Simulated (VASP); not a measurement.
# MgS (P6_3mc) in VASP: notebook

Runs on MgS. Level: LDA. Tasks: single point, relaxation of cell and atoms.

Everything below comes from runs of VASP 6.6.1. Logs are shortened: lines on timing, memory, paths and dates and some standing lists are left out, and cuts for length are marked.

### Step 1. The cell of the first run

The structure is hexagonal, space group P6_3mc (No. 186). The conventional cell has a = 3.984 Å, b = 3.984 Å, c = 6.363 Å, α = 90.00°, β = 90.00°, γ = 120.00°. Within 3.2 Å of Mg (site symmetry 3m) lie 4 S at 2.42 to 2.43 Å. S (site symmetry 3m) has 4 Mg at 2.42 to 2.43 Å within 3.2 Å.

### Step 2. Single point, LDA

File INCAR:

```
SYSTEM = MgS
PREC = Accurate
ENCUT = 520
EDIFF = 1E-7
ISMEAR = 1
SIGMA = 0.01
LREAL = .False.
LASPH = .True.
NELM = 100
ALGO = Normal
ISIF = 2
LWAVE = .False.
LCHARG = .True.
LELF = .True.
LVHAR = .True.
NBANDS = 16
```

File KPOINTS:

```
Automatic mesh
0
Gamma
  7 7 4
  0 0 0
```

File POSCAR:

```
MgS
1.0
    3.9839939268      0.0000000000      0.0000000000
   -1.9919969634      3.4502399491      0.0000000000
    0.0000000000      0.0000000000      6.3626233275
Mg S
2 2
Direct
    0.3333333333      0.6666666667     -0.0033599759
    0.6666666667      0.3333333333      0.4966400241
    0.3333333333      0.6666666667      0.3783599759
    0.6666666667      0.3333333333      0.8783599759
```

Potentials or basis: VASP PAW LDA potentials, release 64 (Mg, S).

Run with:

```sh
cat potpaw_LDA.64/Mg/POTCAR potpaw_LDA.64/S/POTCAR > POTCAR
mpirun -np 1 vasp_std > vasp.out
```

OUTCAR:

```text
SYSTEM = MgS
   PREC = Accurate
   ENCUT = 520
   EDIFF = 1E-7
   ISMEAR = 1
   LREAL = .False.
   LASPH = .True.
   NELM = 100
   ISIF = 2

 ion  position               nearest neighbor table
   1  0.333  0.667  0.997-   4 2.42   4 2.42   4 2.42   3 2.43
   2  0.667  0.333  0.497-   3 2.42   3 2.42   3 2.42   4 2.43
   3  0.333  0.667  0.378-   2 2.42   2 2.42   2 2.42   1 2.43
   4  0.667  0.333  0.878-   1 2.42   1 2.42   1 2.42   2 2.43

  LATTYP: Found a hexagonal cell.
 ALAT       =     3.9839939268
 C/A-ratio  =     1.5970464424

  Lattice vectors:

 A1 = (   3.9839939268,   0.0000000000,   0.0000000000)
 A2 = (  -1.9919969634,   3.4502399491,   0.0000000000)
 A3 = (   0.0000000000,   0.0000000000,   6.3626233275)

Analysis of symmetry for initial positions (statically):
=====================================================================
 Subroutine PRICEL returns:
 Original cell was already a primitive cell.

 Routine SETGRP: Setting up the symmetry group for a
 hexagonal supercell.

 Subroutine GETGRP returns: Found 12 space group operations
 (whereof  6 operations were pure point group operations)
 out of a pool of 24 trial point group operations.

The static configuration has the point symmetry C_3v.
 The point group associated with its full space group is C_6v.

Analysis of symmetry for dynamics (positions and initial velocities):
=====================================================================
 Subroutine PRICEL returns:
 Original cell was already a primitive cell.

 Routine SETGRP: Setting up the symmetry group for a
 hexagonal supercell.

 Subroutine GETGRP returns: Found 12 space group operations
 (whereof  6 operations were pure point group operations)
 out of a pool of 24 trial point group operations.

The dynamic configuration has the point symmetry C_3v.
 The point group associated with its full space group is C_6v.

 Subroutine INISYM returns: Found 12 space group operations
 (whereof  6 operations are pure point group operations),
 and found     1 'primitive' translations

----------------------------------------------------------------------------------------

                                     Primitive cell

  volume of cell :      87.4589

  direct lattice vectors                    reciprocal lattice vectors
     3.983993927  0.000000000  0.000000000     0.251004399  0.144917457  0.000000000
    -1.991996963  3.450239949  0.000000000     0.000000000  0.289834914  0.000000000
[... 92 lines left out ...]
   IBRION =     -1    ionic relax: 0-MD 1-quasi-New 2-CG
   NFREE  =      0    steps in history (QN), initial steepest desc. (CG)
   ISIF   =      2    stress and relaxation
   ISYM   =      2    0-nonsym 1-usesym 2-fastsym
   POTIM  = 0.5000    time-step for ionic-motion
   TEBEG  =    0.0;   TEEND  =   0.0 temperature during run
   PSTRESS=    0.0 pullay stress
   NELECT =      16.0000    total number of electrons
   NUPDOWN=      -1.0000    fix difference up-down
   EMIN   =  10.00;   EMAX   =-10.00  energy-range for DOS
   EFERMI =   0.00;   METHOD = LEGACY
   ISMEAR =     1;   SIGMA  =   0.01  broadening in eV -4-tet -1-fermi 0-gaus
   EFERMI_NEDOS =   21; number of points for ismear=-14 and -15
   IALGO  =     38    algorithm
   IMIX   =      4    mixing-type and parameters
     AMIX     =   0.40;   BMIX     =  1.00
     AMIX_MAG =   1.60;   BMIX_MAG =  1.00
  volume/ion in A,a.u.               =      21.86       147.55
  Fermi-wavevector in a.u.,A,eV,Ry     =   0.929352  1.756220 11.751278  0.863695
  Thomas-Fermi vector in A             =   2.055625
   LORBIT       =      0    0 simple, 1 ext, 2 COOP (PROOUT), +10 PAW based schemes
   GGA     = CA    functional components
   LHFCALC =     F    Hartree Fock is set to
   AEXX    =    0.0000 exact exchange contribution
   IVDW    =     0    specifies the selected vdW correction
   LEPSILON=     F    determine dielectric tensor
   LRPA    =     F    only Hartree local field effects (RPA)
 non-spin polarized calculation
 Methfessel and Paxton  Order N= 1 SIGMA  =   0.01
  energy-cutoff  :      520.00
  volume of cell :       87.46
 maximum number of plane-waves:      2388
 NGX is ok and might be reduce to    30
   NGX = 15   NGY = 15   NGZ = 23

 number of electron      16.0000002 magnetization

 Free energy of the ion-electron system (eV)
  ---------------------------------------------------
  ext. energy  EPLUGINS =         0.00000000
  ---------------------------------------------------
  free energy    TOTEN  =       -18.82286789 eV

  energy without entropy =      -18.82286789  energy(sigma->0) =      -18.82286789

 E-fermi :   1.3105     XC(G=0):  -8.8954

 val. band max:        1.2468518255   @ k =   0.0000   0.0000   0.0000
 cond. band min:       4.6068092763   @ k =   0.0000   0.0000   0.0000
 fundamental gap:      3.3599574508
 Fermi energy:         1.3104636247

 k-point     1 :       0.0000    0.0000    0.0000
  band No.  band energies     occupation
      1     -10.2444      2.00000
      2      -9.4354      2.00000
      3      -2.1796      2.00000
      4       0.6663      2.00000
      5       0.6663      2.00000
      6       1.1072      2.00000
[... 433 lines left out ...]
      3      -1.7478      2.00000
      4      -1.7478      2.00000
      5      -0.7114      2.00000
      6      -0.7114      2.00000
[... 8 lines left out ...]
     15      10.2185      0.00000
     16      10.2185      0.00000

------------------------ aborting loop because EDIFF is reached ----------------------------------------

  FORCE on cell =-STRESS in cart. coord.  units (eV):
  Direction    XX          YY          ZZ          XY          YZ          ZX
  --------------------------------------------------------------------------------------
  -------------------------------------------------------------------------------------
  Total       -0.1685697     -0.1685697     -0.1780532      0.0000000      0.0000000      0.0000000
  in kB       -3.0880613     -3.0880613     -3.2617922      0.0000000      0.0000000      0.0000000
  external PRESSURE =      -3.1459716 kB  Pullay stress =       0.0000000 kB

 VOLUME and BASIS-vectors are now :
 -----------------------------------------------------------------------------
  energy-cutoff  :      520.00
  volume of cell :       87.46
      direct lattice vectors                 reciprocal lattice vectors
     3.983993927  0.000000000  0.000000000     0.251004399  0.144917457  0.000000000
    -1.991996963  3.450239949  0.000000000     0.000000000  0.289834914  0.000000000
     0.000000000  0.000000000  6.362623327     0.000000000  0.000000000  0.157167877

 POSITION                                       TOTAL-FORCE (eV/Angst)
 -----------------------------------------------------------------------------------
     -0.00000      2.30016      6.34125         0.000000      0.000000      0.004068
      1.99200      1.15008      3.15993        -0.000000      0.000000      0.004068
     -0.00000      2.30016      2.40736         0.000000     -0.000000     -0.004068
      1.99200      1.15008      5.58867        -0.000000      0.000000     -0.004068
 -----------------------------------------------------------------------------------
    total drift:                               -0.000000      0.000000      0.000354

  FREE ENERGIE OF THE ION-ELECTRON SYSTEM (eV)
  ---------------------------------------------------
  free  energy   TOTEN  =       -18.8228678942 eV

  energy  without entropy=      -18.8228678942  energy(sigma->0) =      -18.82286789
```

stdout:

```text
POSCAR found type information on POSCAR MgS
 POSCAR found :  2 types and       4 ions
 scaLAPACK will be used
 LDA part: xc-table for (Slater(with rela. corr.)+CA(PZ))
 , standard interpolation
 POSCAR, INCAR and KPOINTS ok, starting setup
 FFT: planning ... GRIDC
 FFT: planning ... GRID_SOFT
 FFT: planning ... GRID
 WAVECAR not read
 entering main loop
```

Run time: 19 s. Hardware: 1 thread of Intel Xeon Platinum 8559C (Emerald Rapids), shared host; peak memory 0.17 GiB.

What came out:

* Free energy: -18.8229 eV
* Pressure: -0.3 GPa
* Largest force: 0.004 eV/Å
* Band gap on the k mesh: 3.36 eV

Forces on the atoms (eV/Å):
```
Mg   0.000  0.000  0.004
Mg   0.000  0.000  0.004
S    0.000  0.000 -0.004
S    0.000  0.000 -0.004
```

### Step 3. Relaxation of cell and atoms, LDA

This run uses another cell than the first one, of 22.63 Å³/atom.

File INCAR:

```
SYSTEM = MgS
ALGO     = Normal         ! electronic algorithm
EDIFF    = 1E-6           ! SCF threshold, eV
EDIFFG   = -0.02          ! ionic threshold
ENCUT    = 600            ! plane-wave cutoff, eV
GGA      = CA             ! functional
IBRION   = 2              ! ionic algorithm
ISIF     = 3              ! what is computed and relaxed
ISMEAR   = 1              ! smearing method
LASPH    = .TRUE.         ! aspherical terms in the spheres
LCHARG   = .FALSE.        ! write CHGCAR
LREAL    = .FALSE.        ! projectors in reciprocal space
LWAVE    = .FALSE.        ! write WAVECAR
NELM     = 100            ! most SCF steps
NSW      = 80             ! ionic steps
PREC     = Accurate       ! precision mode
SIGMA    = 0.01           ! smearing width, eV
```

File KPOINTS:

```
k-points
0
G
  7 7 4
  0 0 0
```

File POSCAR:

```
MgS
1.0
    4.0000000000      0.0000000000      0.0000000000
   -2.0000000000      3.4641016151      0.0000000000
    0.0000000000      0.0000000000      6.5320000000
Mg S
2 2
Direct
    0.3333333333      0.6666666667      0.0000000000
    0.6666666667      0.3333333333      0.5000000000
    0.3333333333      0.6666666667      0.3750000000
    0.6666666667      0.3333333333      0.8750000000
```

Potentials or basis: VASP PAW LDA potentials, release 64 (Mg, S).

Run with:

```sh
cat potpaw_LDA.64/Mg/POTCAR potpaw_LDA.64/S/POTCAR > POTCAR
mpirun -np 1 vasp_std > vasp.out
```

Run time: 46 s. Hardware: 1 thread of Intel Xeon Platinum 8559C (Emerald Rapids), shared host; peak memory 0.2 GiB.

The run converged. Its results:

```yaml
Free_energy: -18.8233 eV
Relaxed_volume: 21.77 Å³/atom
Relaxed_cell: a = 3.966 Å, b = 3.966 Å, c = 6.392 Å, α = 90.00°, β = 90.00°, γ = 120.00°
Space_group_after_relaxing_to_0.1_Å: P6_3mc (No. 186)
Energy_gained_by_relaxing: 7.0 meV/atom
Ionic_steps: 5
Pressure_after_relaxing: 0.0 GPa
Largest_force_after_relaxing: 0.018 eV/Å
Band_gap_on_the_k_mesh: 3.42 eV
```

Forces in eV/Å, atoms in the order of the input:
```
Mg   0.000  0.000 -0.018
Mg   0.000  0.000 -0.018
S    0.000  0.000  0.018
S    0.000  0.000  0.018
```

Stress tensor (GPa, compression positive):
```
 0.09  0.00  0.00
 0.00  0.09  0.00
 0.00  0.00 -0.15
```

The path:
| step | energy change (eV) | largest force (eV/Å) | pressure (GPa) | volume (Å³) |
| --- | --- | --- | --- | --- |
| 1 | 0.0000 | 0.0571 | -2.23 | 90.51 |
| 2 | -0.0247 | 0.0562 | 0.48 | 86.45 |
| 3 | -0.0255 | 0.0556 | 0.04 | 87.04 |
| 4 | -0.0264 | 0.0454 | 0.04 | 87.04 |
| 5 | -0.0282 | 0.0176 | 0.01 | 87.07 |

Final structure:
```
CELL_PARAMETERS angstrom
3.96589 0.00000 0.00000
-1.98294 3.43456 0.00000
0.00000 0.00000 6.39215
ATOMIC_POSITIONS crystal
Mg 0.33333 0.66667 0.99800
Mg 0.66667 0.33333 0.49800
S 0.33333 0.66667 0.37700
S 0.66667 0.33333 0.87700
```

Levels at points of the mesh, in eV from the valence-band top:
| k point | band 5 | band 6 | band 7 | band 8 | band 9 | band 10 | band 11 | band 12 |
| --- | --- | --- | --- | --- | --- | --- | --- | --- |
| (0.00, 0.00, 0.00) | -0.50 | -0.08 | -0.08 | 0.00 | 3.42 | 4.69 | 7.48 | 7.48 |
| (0.00, 0.00, 0.50) | -0.30 | -0.30 | -0.30 | -0.30 | 4.93 | 4.93 | 7.57 | 7.57 |

### Step 4. Relaxation of cell and atoms, LDA, target pressure 20 GPa, at which the enthalpy is minimised

This run uses another cell than the first one, of 22.63 Å³/atom.

File INCAR:

```
  PREC = Accurate
  ENCUT = 600
  EDIFF = 1E-6
  ISMEAR = 1
  SIGMA = 0.01
  LREAL = F
  LASPH = T
  NELM = 100
  ALGO = Normal
  ISIF = 3
  LWAVE = F
  LCHARG = F
  GGA = CA
  IBRION = 2
  NSW = 80
  EDIFFG = -0.02
  PSTRESS = 200.0
```

File KPOINTS:

```
regular mesh
0
Gamma
  7 7 4
```

POSCAR is that of step 3.

Run with:

```sh
cat potpaw_LDA.64/Mg/POTCAR potpaw_LDA.64/S/POTCAR > POTCAR
mpirun -np 1 vasp_std > vasp.out
```

It took 4.5 min on 1 thread of Intel Xeon Platinum 8559C (Emerald Rapids), shared host; peak memory 0.22 GiB.

Results (log left out):

| Quantity | Value |
| --- | --- |
| Free energy | -18.0558 eV |
| Relaxed volume | 16.59 Å³/atom |
| Relaxed cell | a = 3.975 Å, b = 3.975 Å, c = 4.848 Å, α = 90.00°, β = 90.00°, γ = 120.00° |
| Space group after relaxing (to 0.1 Å) | P6_3/mmc (No. 194) |
| Energy change on relaxing (the run minimises the enthalpy) | +184.8 meV/atom |
| Ionic steps | 32 |
| Pressure after relaxing | 20.0 GPa |
| Largest force after relaxing | 0.013 eV/Å |
| Band gap on the k mesh | 3.00 eV (least direct gap 3.20 eV) |

Forces on the atoms (eV/Å):
```
Mg   0.000  0.000 -0.013
Mg   0.000  0.000 -0.013
S    0.000  0.000  0.013
S    0.000  0.000  0.013
```

Stress tensor (GPa, compression positive):
```
19.94  0.00  0.00
 0.00 19.94  0.00
 0.00  0.00 20.14
```

Step by step:
```csv
step,energy change (eV),largest force (eV/Å),pressure (GPa),volume (Å³)
1,0.0000,0.0571,-2.23,90.51
2,4.8259,0.1713,71.76,55.30
3,0.7297,0.0828,18.40,71.58
4,0.8106,0.0846,19.69,70.90
5,0.8556,0.0856,20.39,70.54
6,0.8039,0.0483,19.60,70.94
7,0.7955,0.0422,19.48,71.01
8,0.7945,0.0432,19.47,71.01
9,0.7916,0.0488,19.45,71.00
10,0.7866,0.0707,19.37,70.98
11,0.7776,0.1534,19.12,70.90
12,0.7539,0.4467,18.24,70.60
13,0.6838,1.2165,16.62,69.34
14,6.0758,8.6620,55.65,64.05
15,1.0668,2.4167,19.46,69.24
16,1.4607,2.2098,23.82,67.11
17,1.1799,2.7693,20.38,68.51
18,1.2707,2.7118,21.53,67.85
19,1.3055,2.6574,21.95,67.69
20,1.2278,2.4589,21.41,67.74
21,1.0249,1.9260,19.96,67.89
22,0.7362,1.1007,17.75,68.16
23,0.4928,0.1760,15.53,68.64
24,0.4877,0.1398,15.46,68.66
25,0.5518,0.1259,16.67,68.02
26,0.7233,0.0897,19.72,66.49
27,0.7445,0.0854,20.08,66.32
28,0.7443,0.0754,20.09,66.32
29,0.7440,0.0453,20.09,66.31
30,0.7456,0.0206,20.11,66.30
31,0.7442,0.0208,20.09,66.31
32,0.7393,0.0132,20.01,66.35
```

Final structure:
```cif
data_structure
_symmetry_space_group_name_H-M 'P 1'
_symmetry_Int_Tables_number 1
_cell_length_a 3.9751
_cell_length_b 3.9751
_cell_length_c 4.8484
_cell_angle_alpha 90.000
_cell_angle_beta 90.000
_cell_angle_gamma 120.000
_cell_volume 66.35
loop_
_atom_site_label
_atom_site_type_symbol
_atom_site_fract_x
_atom_site_fract_y
_atom_site_fract_z
_atom_site_occupancy
Mg1 Mg 0.33333 0.66667 0.93772 1
Mg2 Mg 0.66667 0.33333 0.43772 1
S1 S 0.33333 0.66667 0.43728 1
S2 S 0.66667 0.33333 0.93728 1
```

Levels at points of the mesh, in eV from the valence-band top:
```csv
k point,band 4,band 5,band 6,band 7,band 8,band 9,band 10,band 11,band 12
"(0.00, 0.00, 0.00)",-2.73,-2.73,-1.22,-1.22,0.00,3.20,3.81,5.93,5.93
"(0.00, 0.00, 0.50)",-2.95,-2.02,-2.02,-2.02,-2.02,5.01,5.01,5.70,5.70
```

Caveat: the cell is relaxed towards a set pressure, so the run minimises the enthalpy, not the energy; the volume moved by over 15 % at a fixed basis, so the end points are rough; an odd mesh through Γ misses points on the zone boundary, where band edges can lie.

### Step 5. Overview

```csv
task,cell,cutoff (eV),gap on the mesh (eV),pressure (GPa),largest force (eV/Å)
single point,"a = 3.984, b = 3.984, c = 6.363 Å, angles 90.0, 90.0, 120.0°, 4 atoms, atomic positions A",520,3.36,-0.3,-
relaxation of cell and atoms,"relaxed from a = 4.000, b = 4.000, c = 6.532 Å, angles 90.0, 90.0, 120.0°, 4 atoms, atomic positions B",600,3.42,0.0,0.02
relaxation of cell and atoms,"relaxed to 20 GPa from a = 4.000, b = 4.000, c = 6.532 Å, angles 90.0, 90.0, 120.0°, 4 atoms, atomic positions B",600,3.00,20.0,0.01
```

Alike in all rows: level LDA; potentials or basis VASP PAW LDA potentials, release 64 (Mg, S); no spin polarisation; k mesh 7 × 7 × 4; smearing methfessel-paxton 0.01 eV.

Caveats: the cell is relaxed towards a set pressure, so the run minimises the enthalpy, not the energy (at least some runs); the volume moved by over 15 % at a fixed basis, so the end points are rough (at least some runs); an odd mesh through Γ misses points on the zone boundary, where band edges can lie (at least some runs).

Absolute energies hang on the potentials; compare differences alone.
